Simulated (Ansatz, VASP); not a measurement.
**Gd: VASP beside Ansatz**

```xyz
1
Lattice="0.0000 2.6086 2.6086 2.6086 0.0000 2.6086 2.6086 2.6086 0.0000" Properties=species:S:1:pos:R:3 pbc="T T T"
Gd    0.0000    0.0000    0.0000
```

Alike in both runs: task single point; functional PBEsol; k mesh 10 × 10 × 10; occupations fermi-dirac, width 0.1 eV; collinear spin.

|  | VASP | Ansatz |
| --- | --- | --- |
| version | VASP 6.6.1 | Ansatz 0.2.0 |
| potentials or method | VASP PAW PBE potentials, release 64 (Gd), cutoff 520 eV | plane waves, PAW |
| valence electrons in the cell | 18 | 18 |

VASP gave:

| Item | Value |
| --- | --- |
| pressure (GPa) | -3.6 |
| net moment per atom (μB) | 7.49 |
| size of the moment on the site where the two differ most (μB) | 6.92 |

**Question.** What did Ansatz give for the same quantities?

**Answer.** Pressure (GPa): -3.5; net moment per atom (μB): 7.49; size of the moment on the site where the two differ most (μB): 7.26.

VASP's potentials were made for PBE, not for PBEsol. Site moments also hang on the region over which each program counts them.

Spin-orbit coupling is off throughout.
